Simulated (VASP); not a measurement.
# Ag (Fd-3m) in VASP: further runs

The runs below take Ag through single point, with LDA.

Everything below comes from runs of VASP 6.6.1. Logs are shortened: lines on timing, memory, paths and dates and some standing lists are left out, and cuts for length are marked.

## Step 1: The cell of the first run

Symmetry: Fd-3m, No. 227, cubic system. The conventional cell has a = 4.627 Å, b = 4.627 Å, c = 4.627 Å, α = 90.00°, β = 90.00°, γ = 90.00°. Within 2.7 Å of Ag (site symmetry -43m) lie 4 Ag at 2.00 Å.

This isn't the form of Ag at room conditions, which is fcc.

## Step 2: Single point, LDA

INCAR reads:

```
SYSTEM = Ag
PREC     = Accurate       ! precision mode
ENCUT    = 500            ! plane-wave cutoff, eV
EDIFF    = 1E-6           ! SCF threshold, eV
ISMEAR   = -1             ! smearing method
SIGMA    = 0.05           ! smearing width, eV
LREAL    = .FALSE.        ! projectors in reciprocal space
LASPH    = .TRUE.         ! aspherical terms in the spheres
NELM     = 120            ! most SCF steps
ALGO     = Normal         ! electronic algorithm
ISIF     = 2              ! what is computed and relaxed
LWAVE    = .FALSE.        ! write WAVECAR
LCHARG   = .TRUE.         ! write CHGCAR
GGA      = CA             ! functional
LELF     = .TRUE.         ! ELF
LVHAR    = .TRUE.       
NBANDS   = 18             ! bands
GGA_COMPAT= .FALSE.
```

KPOINTS reads:

```
Automatic mesh
0
G
  14 14 14
  0 0 0
```

POSCAR reads:

```
Ag
1.0
    0.0000000000      2.3133153042      2.3133153042
    2.3133153042      0.0000000000      2.3133153042
    2.3133153042      2.3133153042      0.0000000000
Ag
2
Direct
   -0.1250000000     -0.1250000000     -0.1250000000
    0.1250000000      0.1250000000      0.1250000000
```

Potentials or basis: VASP PAW LDA potentials, release 64 (Ag).

Started as:

```bash
$ cat potpaw_LDA.64/Ag/POTCAR > POTCAR
$ mpirun -np 1 vasp_std > vasp.out
```

OUTCAR:

```text
SYSTEM = Ag
   PREC = Accurate
   ENCUT = 500
   EDIFF = 1E-6
   ISMEAR = -1
   LREAL = .FALSE.
   LASPH = .TRUE.
   NELM = 120
   ISIF = 2
   GGA = CA

 ion  position               nearest neighbor table
   1  0.875  0.875  0.875-   2 2.00   2 2.00   2 2.00   2 2.00
   2  0.125  0.125  0.125-   1 2.00   1 2.00   1 2.00   1 2.00

  LATTYP: Found a face centered cubic cell.
 ALAT       =     4.6266306084

  Lattice vectors:

 A1 = (   0.0000000000,   2.3133153042,   2.3133153042)
 A2 = (   2.3133153042,   0.0000000000,   2.3133153042)
 A3 = (   2.3133153042,   2.3133153042,   0.0000000000)

Analysis of symmetry for initial positions (statically):
=====================================================================
 Subroutine PRICEL returns:
 Original cell was already a primitive cell.

 Routine SETGRP: Setting up the symmetry group for a
 face centered cubic supercell.

 Subroutine GETGRP returns: Found 48 space group operations
 (whereof 12 operations were pure point group operations)
 out of a pool of 48 trial point group operations.

The static configuration has the point symmetry D_3d.
 The point group associated with its full space group is O_h .

Analysis of symmetry for dynamics (positions and initial velocities):
=====================================================================
 Subroutine PRICEL returns:
 Original cell was already a primitive cell.

 Routine SETGRP: Setting up the symmetry group for a
 face centered cubic supercell.

 Subroutine GETGRP returns: Found 48 space group operations
 (whereof 12 operations were pure point group operations)
 out of a pool of 48 trial point group operations.

The dynamic configuration has the point symmetry D_3d.
 The point group associated with its full space group is O_h .

 Subroutine INISYM returns: Found 48 space group operations
 (whereof 12 operations are pure point group operations),
 and found     1 'primitive' translations

----------------------------------------------------------------------------------------

                                     Primitive cell

  volume of cell :      24.7591

[... 78 lines left out ...]
 SYSTEM =  Ag
   PREC   = accura    normal or accurate (medium, high low for compatibility)
   ISTART =      0    job   : 0-new  1-cont  2-samecut
   ICHARG =      2    charge: 1-file 2-atom 10-const
   ISPIN  =      1    spin polarized calculation?
   LNONCOLLINEAR =      F non collinear calculations
   LSORBIT =      F    spin-orbit coupling
   LASPH  =      T    aspherical Exc in radial PAW
   ENCUT  =  500.0 eV  36.75 Ry    6.06 a.u.   5.96  5.96  5.96*2*pi/ulx,y,z
   NELM   =    120;   NELMIN=  2; NELMDL= -5     # of ELM steps
   EDIFF  = 0.1E-05   stopping-criterion for ELM
   LREAL  =      F    real-space projection
   EDIFFG = 0.1E-04   stopping-criterion for IOM
   NSW    =      0    number of steps for IOM
   IBRION =     -1    ionic relax: 0-MD 1-quasi-New 2-CG
   NFREE  =      0    steps in history (QN), initial steepest desc. (CG)
   ISIF   =      2    stress and relaxation
   ISYM   =      2    0-nonsym 1-usesym 2-fastsym
   POTIM  = 0.5000    time-step for ionic-motion
   TEBEG  =    0.0;   TEEND  =   0.0 temperature during run
   PSTRESS=    0.0 pullay stress
   NELECT =      22.0000    total number of electrons
   NUPDOWN=      -1.0000    fix difference up-down
   EMIN   =  10.00;   EMAX   =-10.00  energy-range for DOS
   EFERMI =   0.00;   METHOD = LEGACY
   ISMEAR =    -1;   SIGMA  =   0.05  broadening in eV -4-tet -1-fermi 0-gaus
   EFERMI_NEDOS =   21; number of points for ismear=-14 and -15
   IALGO  =     38    algorithm
   IMIX   =      4    mixing-type and parameters
     AMIX     =   0.40;   BMIX     =  1.00
     AMIX_MAG =   1.60;   BMIX_MAG =  1.00
  volume/ion in A,a.u.               =      12.38        83.54
  Fermi-wavevector in a.u.,A,eV,Ry     =   1.573877  2.974197 33.702856  2.477090
  Thomas-Fermi vector in A             =   2.675096
   LORBIT       =      0    0 simple, 1 ext, 2 COOP (PROOUT), +10 PAW based schemes
   GGA     = CA    functional components
   LHFCALC =     F    Hartree Fock is set to
   AEXX    =    0.0000 exact exchange contribution
   IVDW    =     0    specifies the selected vdW correction
   LEPSILON=     F    determine dielectric tensor
   LRPA    =     F    only Hartree local field effects (RPA)
 non-spin polarized calculation
  energy-cutoff  :      500.00
  volume of cell :       24.76
 maximum number of plane-waves:       639
   NGX = 11   NGY = 11   NGZ = 11

 number of electron      22.0000012 magnetization

 Free energy of the ion-electron system (eV)
  ---------------------------------------------------
  ext. energy  EPLUGINS =         0.00000000
  ---------------------------------------------------
  free energy    TOTEN  =         5.49639874 eV

  energy without entropy =        5.50073437  energy(sigma->0) =        5.49856656

 E-fermi :  14.6788     XC(G=0): -14.1972

 val. band max:       14.6192367471   @ k =   0.5000   0.0000   0.0000
 cond. band min:      14.6943193077   @ k =  -0.4286   0.2143   0.0714
 fundamental gap:      0.0750825606
 Fermi energy:        14.6787512574

 k-point     1 :       0.0000    0.0000    0.0000
  band No.  band energies     occupation
      1       3.7838      2.00000
      2       3.9766      2.00000
      3       3.9766      2.00000
      4       4.9111      2.00000
      5       4.9111      2.00000
      6       4.9111      2.00000
[... 481 lines left out ...]
      5       5.8485      2.00000
      6       6.2432      2.00000
[... 10 lines left out ...]
     17      31.2315      0.00000
     18      31.4493      0.00000

 [... further k-points ...]

------------------------ aborting loop because EDIFF is reached ----------------------------------------

  FORCE on cell =-STRESS in cart. coord.  units (eV):
  Direction    XX          YY          ZZ          XY          YZ          ZX
  --------------------------------------------------------------------------------------
  -------------------------------------------------------------------------------------
  Total       40.7439288     40.7439288     40.7439288     -0.0000000     -0.0000000     -0.0000000
  in kB     2636.5681273   2636.5681273   2636.5681273     -0.0000000     -0.0000000     -0.0000000
  external PRESSURE =    2636.5681273 kB  Pullay stress =       0.0000000 kB

 VOLUME and BASIS-vectors are now :
 -----------------------------------------------------------------------------
  energy-cutoff  :      500.00
  volume of cell :       24.76
      direct lattice vectors                 reciprocal lattice vectors
     0.000000000  2.313315304  2.313315304    -0.216140013  0.216140013  0.216140013
     2.313315304  0.000000000  2.313315304     0.216140013 -0.216140013  0.216140013
     2.313315304  2.313315304  0.000000000     0.216140013  0.216140013 -0.216140013

 POSITION                                       TOTAL-FORCE (eV/Angst)
 -----------------------------------------------------------------------------------
      4.04830      4.04830      4.04830         0.000000      0.000000      0.000000
      0.57833      0.57833      0.57833        -0.000000     -0.000000     -0.000000
 -----------------------------------------------------------------------------------
    total drift:                                0.000000      0.000000      0.000000

  FREE ENERGIE OF THE ION-ELECTRON SYSTEM (eV)
  ---------------------------------------------------
  free  energy   TOTEN  =         5.4963987386 eV

  energy  without entropy=        5.5007343716  energy(sigma->0) =        5.49856656
```

OSZICAR:

```text
N       E                     dE             d eps       ncg     rms          rms(c)
DAV:   1     0.143061639068E+03    0.14306E+03   -0.11736E+04  3752   0.125E+03
DAV:   2     0.745253346141E+01   -0.13561E+03   -0.13127E+03  3864   0.295E+02
DAV:   3     0.481481889556E+01   -0.26377E+01   -0.26317E+01  4386   0.458E+01
DAV:   4     0.480532058015E+01   -0.94983E-02   -0.94975E-02  4126   0.263E+00
DAV:   5     0.480523823691E+01   -0.82343E-04   -0.82340E-04  4210   0.248E-01    0.474E+01
DAV:   6     0.526953569056E+01    0.46430E+00   -0.19325E-01  3916   0.448E+00    0.288E+01
DAV:   7     0.549451717532E+01    0.22498E+00   -0.67344E-02  4648   0.241E+00    0.103E+00
DAV:   8     0.549651414483E+01    0.19970E-02   -0.12360E-02  4022   0.117E+00    0.122E-01
DAV:   9     0.549641458582E+01   -0.99559E-04   -0.87715E-05  4434   0.772E-02    0.565E-02
DAV:  10     0.549639864497E+01   -0.15941E-04   -0.60323E-06  4134   0.171E-02    0.334E-03
DAV:  11     0.549639873857E+01    0.93605E-07   -0.21981E-07  2234   0.407E-03
   1 F= 0.54963987E+01 E0= 0.54985666E+01  d E =-.433563E-02
```

Run time: 24 s. Hardware: 1 thread of AMD EPYC 7R43 (Zen 3), shared host; peak memory 0.12 GiB.

What came out:

```yaml
Free_energy: 5.4964 eV
Pressure: 263.7 GPa
Band_gap_on_the_k_mesh: zero (bands 11 and 12 overlap by 1.25 eV)
```

Caveat: atoms lie so close that the PAW spheres overlap strongly, which falsifies energies and pressures; the cell stands under pressure.

## Step 3: Single point, LDA

INCAR reads:

```
SYSTEM = Ag
PREC = Accurate
ENCUT = 500
EDIFF = 1E-6
ISMEAR = -1
SIGMA = 0.05
LREAL = .FALSE.
LASPH = .TRUE.
NELM = 120
ALGO = Normal
ISIF = 2
LWAVE = .FALSE.
LCHARG = .FALSE.
GGA = CA
NBANDS = 18
GGA_COMPAT = .FALSE.
```

KPOINTS reads:

```
regular mesh
0
G
  14 14 14
  0 0 0
```

POSCAR reads:

```
Ag
1.0
    0.0000000000      2.3138876243      2.3138876243
    2.3138876243      0.0000000000      2.3138876243
    2.3138876243      2.3138876243      0.0000000000
Ag
2
Direct
   -0.1250000000     -0.1250000000     -0.1250000000
    0.1250000000      0.1250000000      0.1250000000
```

Potentials or basis: VASP PAW LDA potentials, release 64 (Ag).

Started as:

```bash
$ cat potpaw_LDA.64/Ag/POTCAR > POTCAR
$ mpirun -np 1 vasp_std > vasp.out
```

Run time: 24 s. Hardware: 1 thread of AMD EPYC 7R43 (Zen 3), shared host; peak memory 0.12 GiB.

Results (log left out):

```
Free energy            : 5.4662 eV
Pressure               : 263.0 GPa
Band gap on the k mesh : zero (bands 11 and 12 overlap by 1.26 eV)
```

Levels at points of the mesh, in eV from the Fermi level:
```csv
k point,band 8,band 9,band 10,band 11,band 12,band 13,band 14,band 15
"(0.00, 0.00, 0.00)",-5.80,-5.80,-2.80,-2.80,13.12,13.36,13.36,13.36
"(0.50, 0.00, 0.00)",-4.94,-4.05,-3.40,-3.40,-0.06,10.00,11.22,11.22
"(0.50, 0.50, 0.00)",-6.22,-3.03,-3.03,0.43,0.43,3.82,3.82,11.75
```

Caveat: atoms lie so close that the PAW spheres overlap strongly, which falsifies energies and pressures; the cell stands under pressure.
